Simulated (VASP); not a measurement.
**Rb: electric field gradients with r2SCAN**

Rb:

```
CELL_PARAMETERS angstrom
-2.95451 2.95451 2.73085
2.95451 -2.95451 2.73085
2.95451 2.95451 -2.73085
ATOMIC_POSITIONS crystal
Rb 0.00000 0.00000 0.00000
```

```yaml
Program: VASP 6.6.1
Task: electric field gradients
Functional: r2SCAN
Potentials_or_basis: VASP PAW PBE potentials, release 64 (Rb_sv)
Cutoff: 520 eV
k_mesh: 10 × 10 × 10
Occupations: fermi-dirac, width 0.08 eV
Spin: no spin polarisation
Dipole_correction: no
Further_INCAR_settings: ALGO = Normal; EDIFF = 1e-08; NBANDS = 10
```

- Pressure: 0.0 GPa
- Band gap on the k mesh: zero (an odd number of electrons rules out a gap without spin polarisation)
- Largest electric field gradient by atom: Rb +0.5 V/Å²

Levels at points of the mesh, in eV from the Fermi level:
| k point | band 2 | band 3 | band 4 | band 5 | band 6 | band 7 | band 8 | band 9 |
| --- | --- | --- | --- | --- | --- | --- | --- | --- |
| (0.00, 0.00, 0.00) | -13.60 | -13.60 | -13.60 | -2.03 | 3.79 | 4.24 | 4.24 | 4.72 |
| (0.50, 0.00, 0.00) | -13.68 | -13.63 | -13.60 | 0.41 | 0.76 | 2.72 | 4.75 | 5.28 |
| (0.50, 0.50, 0.00) | -13.68 | -13.62 | -13.59 | 0.27 | 0.56 | 3.19 | 4.49 | 5.47 |
| (0.50, 0.50, 0.50) | -13.66 | -13.66 | -13.65 | 1.23 | 1.46 | 3.12 | 3.12 | 3.98 |

Electric field gradients, principal values (V/Å²):
```
atom   least  middle  greatest (by size)
1 Rb  -0.268  -0.268               0.536
```

Run time: 6.7 min on 1 thread of Intel(R) Xeon(R) Platinum 8488C (Sapphire Rapids), on a shared host, peak memory 0.3 GiB.

Caveat: without QUAD_EFG the Cq values of the log hold for a quadrupole moment of 1 mb, not for the nuclei; the PAW data sets were made with another functional, which shifts forces and pressure a little.
